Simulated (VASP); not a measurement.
TaN: single point with r2SCAN

The system is TaN.

```
Ta N
1.0
     0.00000    2.18144    2.18144
     2.18144    0.00000    2.18144
     2.18144    2.18144    0.00000
Ta N
1 1
Direct
  0.50000 0.50000 0.50000
  0.00000 0.00000 0.00000
```

* Program: VASP 6.6.1
* Task: single point
* Functional: r2SCAN
* Potentials or basis: VASP PAW PBE potentials, release 64 (Ta_sv_GW, N)
* Cutoff: 660 eV
* k mesh: 10 × 10 × 10
* Occupations: fermi-dirac, width 0.05 eV
* Spin: no spin polarisation
* Dipole correction: no
* Second run: valence_matched
* Further INCAR settings: ALGO = Normal; EDIFF = 1e-06; NBANDS = 16

```yaml
Pressure: 8.3 GPa
Band_gap_on_the_k_mesh: zero (band 9 reaches 16.25 eV, above the bottom of band 10 at 12.02 eV)
```

Levels at points of the mesh, in eV from the Fermi level:
| k point | band 6 | band 7 | band 8 | band 9 | band 10 | band 11 | band 12 | band 13 |
| --- | --- | --- | --- | --- | --- | --- | --- | --- |
| (0.00, 0.00, 0.00) | -4.24 | -4.24 | -4.24 | -2.25 | -2.25 | -2.25 | 0.15 | 0.15 |
| (0.50, 0.00, 0.00) | -11.04 | -8.17 | -8.17 | 1.98 | 1.98 | 2.12 | 4.08 | 8.08 |
| (0.50, 0.50, 0.00) | -7.16 | -5.80 | -5.07 | -5.07 | 2.30 | 3.67 | 3.67 | 4.97 |

Wall time 49 s on 1 thread of Intel(R) Xeon(R) 6975P-C (Granite Rapids) (shared host), peak memory 0.18 GiB.

Caveat: the PAW data sets were made with another functional, which shifts forces and pressure a little; spin-orbit coupling is left out, which moves the levels of the heavy elements.
